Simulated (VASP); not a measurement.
# TiO2 (Rutile) in VASP: single point with LDA

Aim: the single point of TiO2 (Rutile) with LDA.

Everything below comes from runs of VASP 6.6.1. Logs are shortened: lines on timing, memory, paths and dates and some standing lists are left out, and cuts for length are marked.

## Step 1: The cell of the first run

The cell holds a slab with vacuum, 15 atoms: a = 2.917 Å, b = 4.548 Å, c = 25.880 Å, α = 90.00°, β = 90.00°, γ = 90.00°.

## Step 2: Single point, LDA

Input file INCAR:

```
PREC     = Accurate       # precision mode
ENCUT    = 520            # plane-wave cutoff, eV
EDIFF    = 1E-6           # SCF threshold, eV
ISMEAR   = 0              # smearing method
SIGMA    = 0.05           # smearing width, eV
LREAL    = Auto         
LASPH    = T              # aspherical terms in the spheres
NELM     = 100            # most SCF steps
ALGO     = Normal         # electronic algorithm
ISIF     = 2              # what is computed and relaxed
LWAVE    = F              # write WAVECAR
LCHARG   = F              # write CHGCAR
LDIPOL   = T            
IDIPOL   = 3            
DIPOL    = 0.5 0.5 0.500
GGA      = CA             # functional
NBANDS   = 73             # bands
```

Input file KPOINTS:

```
Automatic mesh
0
Gamma
  9 6 1
```

Input file POSCAR:

```
TiO2
1.0
    2.9171293272      0.0000000000      0.0000000000
    0.0000000000      4.5481622524      0.0000000000
    0.0000000000      0.0000000000     25.8795122607
O Ti
10 5
Direct
    0.5000000000      0.1960338767      0.2898045344
    0.5000000000      0.8039661233      0.3587079873
    0.0000000000      0.3039661233      0.3776764039
    0.0000000000      0.6960338767      0.4465798569
    0.5000000000      0.1960338767      0.4655482735
    0.5000000000      0.8039661233      0.5344517265
    0.0000000000      0.3039661233      0.5534201431
    0.0000000000      0.6960338767      0.6223235961
    0.5000000000      0.1960338767      0.6412920127
    0.5000000000      0.8039661233      0.7101954656
    0.0000000000      0.0000000000      0.3242562608
    0.5000000000      0.5000000000      0.4121281304
    0.0000000000      0.0000000000      0.5000000000
    0.5000000000      0.5000000000      0.5878718696
    0.0000000000      0.0000000000      0.6757437392
```

Potentials or basis: VASP PAW LDA potentials, release 64 (O, Ti_sv).

On the command line:

```
> cat potpaw_LDA.64/O/POTCAR potpaw_LDA.64/Ti_sv/POTCAR > POTCAR
> mpirun -np 1 vasp_std > vasp.out
```

OUTCAR:

```text
PREC = Accurate
   ENCUT = 520
   EDIFF = 1E-6
   ISMEAR = 0
   LREAL = Auto
   LASPH = T
   NELM = 100
   ISIF = 2
   GGA = CA

 ion  position               nearest neighbor table
   1  0.500  0.196  0.290-  11 1.93  11 1.93
   2  0.500  0.804  0.359-  11 1.93  11 1.93  12 1.96
   3  0.000  0.304  0.378-  12 1.93  12 1.93  11 1.96
   4  0.000  0.696  0.447-  12 1.93  12 1.93  13 1.96
   5  0.500  0.196  0.466-  13 1.93  13 1.93  12 1.96
   6  0.500  0.804  0.534-  13 1.93  13 1.93  14 1.96
   7  0.000  0.304  0.553-  14 1.93  14 1.93  13 1.96
   8  0.000  0.696  0.622-  14 1.93  14 1.93  15 1.96
   9  0.500  0.196  0.641-  15 1.93  15 1.93  14 1.96
  10  0.500  0.804  0.710-  15 1.93  15 1.93
  11  0.000  0.000  0.324-   1 1.93   1 1.93   2 1.93   2 1.93   3 1.96
  12  0.500  0.500  0.412-   3 1.93   4 1.93   3 1.93   4 1.93   2 1.96   5 1.96
  13  0.000  0.000  0.500-   5 1.93   6 1.93   5 1.93   6 1.93   4 1.96   7 1.96
  14  0.500  0.500  0.588-   7 1.93   8 1.93   7 1.93   8 1.93   6 1.96   9 1.96
  15  0.000  0.000  0.676-  10 1.93  10 1.93   9 1.93   9 1.93   8 1.96

  LATTYP: Found a simple orthorhombic cell.
 ALAT       =     2.9171293272
 B/A-ratio  =     1.5591225970
 C/A-ratio  =     8.8715683667

  Lattice vectors:

 A1 = (   2.9171293272,   0.0000000000,   0.0000000000)
 A2 = (   0.0000000000,   4.5481622524,   0.0000000000)
 A3 = (   0.0000000000,   0.0000000000,  25.8795122607)

Analysis of symmetry for initial positions (statically):
=====================================================================
 Subroutine PRICEL returns:
 Original cell was already a primitive cell.

 Routine SETGRP: Setting up the symmetry group for a
 simple orthorhombic supercell.

 Subroutine GETGRP returns: Found  4 space group operations
 (whereof  4 operations were pure point group operations)
 out of a pool of  8 trial point group operations.

The static configuration has the point symmetry C_2h.

Analysis of symmetry for dynamics (positions and initial velocities):
=====================================================================
 Subroutine PRICEL returns:
 Original cell was already a primitive cell.

 Routine SETGRP: Setting up the symmetry group for a
 simple orthorhombic supercell.

 Subroutine GETGRP returns: Found  4 space group operations
 (whereof  4 operations were pure point group operations)
[... 144 lines left out ...]
  volume/ion in A,a.u.               =      22.89       154.47
  Fermi-wavevector in a.u.,A,eV,Ry     =   1.153151  2.179139 18.092431  1.329756
  Thomas-Fermi vector in A             =   2.289797
   LORBIT       =      0    0 simple, 1 ext, 2 COOP (PROOUT), +10 PAW based schemes
   GGA     = CA    functional components
   LHFCALC =     F    Hartree Fock is set to
   AEXX    =    0.0000 exact exchange contribution
   IVDW    =     0    specifies the selected vdW correction
   LEPSILON=     F    determine dielectric tensor
   LRPA    =     F    only Hartree local field effects (RPA)
 non-spin polarized calculation
 Gauss-broadening in eV      SIGMA  =   0.05
  energy-cutoff  :      520.00
  volume of cell :      343.36
 maximum number of plane-waves:      9287
 NGX is ok and might be reduce to    24
   NGX = 11   NGY = 17   NGZ = 97

 dipolmoment           0.000000      0.000000     -0.000000 electrons x Angstroem

 number of electron     119.9999998 magnetization

 dipolmoment           0.000000      0.000000      0.000000 electrons x Angstroem

 Free energy of the ion-electron system (eV)
  ---------------------------------------------------
  ext. energy  EPLUGINS =         0.00000000
  ---------------------------------------------------
  free energy    TOTEN  =      -143.84370110 eV

  energy without entropy =     -143.84370110  energy(sigma->0) =     -143.84370110

 E-fermi :  -1.9741     XC(G=0):  -5.9767

 val. band max:       -2.2835871605   @ k =   0.1111   0.0000   0.0000
 cond. band min:      -0.2071430973   @ k =   0.0000   0.5000   0.0000
 fundamental gap:      2.0764440632
 Fermi energy:        -1.9741399415

 k-point     1 :       0.0000    0.0000    0.0000
  band No.  band energies     occupation
      1     -58.1781      2.00000
      2     -58.1708      2.00000
      3     -58.1624      2.00000
      4     -57.9086      2.00000
      5     -57.9086      2.00000
      6     -34.9159      2.00000
[... 1489 lines left out ...]
     71       1.5055      0.00000
     72       1.5154      0.00000
 [bands above 72 left out]

------------------------ aborting loop because EDIFF is reached ----------------------------------------

 vacuum level on the upper side and lower side of the slab       (xc-potential included)        -0.143        -0.143

  FORCE on cell =-STRESS in cart. coord.  units (eV):
  Direction    XX          YY          ZZ          XY          YZ          ZX
  --------------------------------------------------------------------------------------
  -------------------------------------------------------------------------------------
  Total       -5.7604484     -3.9486860     -2.4093746      0.0000000      0.3774808      0.0000000
  in kB      -26.8793740    -18.4253378    -11.2426112      0.0000000      1.7613990      0.0000000
  external PRESSURE =     -18.8491077 kB  Pullay stress =       0.0000000 kB

 VOLUME and BASIS-vectors are now :
 -----------------------------------------------------------------------------
  energy-cutoff  :      520.00
  volume of cell :      343.36
      direct lattice vectors                 reciprocal lattice vectors
     2.917129327  0.000000000  0.000000000     0.342802765  0.000000000  0.000000000
     0.000000000  4.548162252  0.000000000     0.000000000  0.219869025  0.000000000
     0.000000000  0.000000000 25.879512261     0.000000000  0.000000000  0.038640605

 POSITION                                       TOTAL-FORCE (eV/Angst)
 -----------------------------------------------------------------------------------
      1.45856      0.89159      7.50000         0.000000     -2.223181      1.035920
      1.45856      3.65657      9.28319         0.000000     -1.134557     -0.009419
      0.00000      1.38249      9.77408        -0.000000     -0.545258     -0.412367
      0.00000      3.16568     11.55727        -0.000000     -0.060799     -0.063536
      1.45856      0.89159     12.04816         0.000000     -0.010560      0.013280
      1.45856      3.65657     13.83135         0.000000      0.010560     -0.013280
      0.00000      1.38249     14.32224         0.000000      0.060799      0.063536
      0.00000      3.16568     16.10543         0.000000      0.545258      0.412367
      1.45856      0.89159     16.59632         0.000000      1.134557      0.009419
      1.45856      3.65657     18.37951         0.000000      2.223181     -1.035920
      0.00000      0.00000      8.39159         0.000000      3.860907     -0.666212
      1.45856      2.27408     10.66568         0.000000      0.128085     -0.030727
      0.00000      0.00000     12.93976         0.000000      0.000000      0.000000
      1.45856      2.27408     15.21384         0.000000     -0.128085      0.030727
      0.00000      0.00000     17.48792         0.000000     -3.860907      0.666212
 -----------------------------------------------------------------------------------
    total drift:                                0.000000      0.000000      0.000000

  FREE ENERGIE OF THE ION-ELECTRON SYSTEM (eV)
  ---------------------------------------------------
  free  energy   TOTEN  =      -143.8437010989 eV

  energy  without entropy=     -143.8437010989  energy(sigma->0) =     -143.84370110

 vacuum level on the upper side and lower side of the slab         5.448         5.448
```

stdout:

```text
POSCAR found type information on POSCAR O Ti
 POSCAR found :  2 types and      15 ions
 scaLAPACK will be used
 LDA part: xc-table for (Slater(with rela. corr.)+CA(PZ))
 , standard interpolation
 POSCAR, INCAR and KPOINTS ok, starting setup
 FFT: planning ... GRIDC
 FFT: planning ... GRID_SOFT
 FFT: planning ... GRID
 WAVECAR not read
 entering main loop
```

Run time: 19 min. Hardware: 1 thread of AMD EPYC 7R43 (Zen 3), shared host; peak memory 0.47 GiB.

Results:

```yaml
Free_energy: -143.8437 eV
Largest_force: 3.918 eV/Å
Band_gap_on_the_k_mesh: 2.08 eV, indirect (least direct gap 2.11 eV)
```

Forces in eV/Å, atoms in the order of the input:
```
O    0.000 -2.223  1.036
O    0.000 -1.135 -0.009
O    0.000 -0.545 -0.412
O    0.000 -0.061 -0.064
O    0.000 -0.011  0.013
O    0.000  0.011 -0.013
O    0.000  0.061  0.064
O    0.000  0.545  0.412
O    0.000  1.135  0.009
O    0.000  2.223 -1.036
Ti   0.000  3.861 -0.666
Ti   0.000  0.128 -0.031
Ti   0.000  0.000  0.000
Ti   0.000 -0.128  0.031
Ti   0.000 -3.861  0.666
```
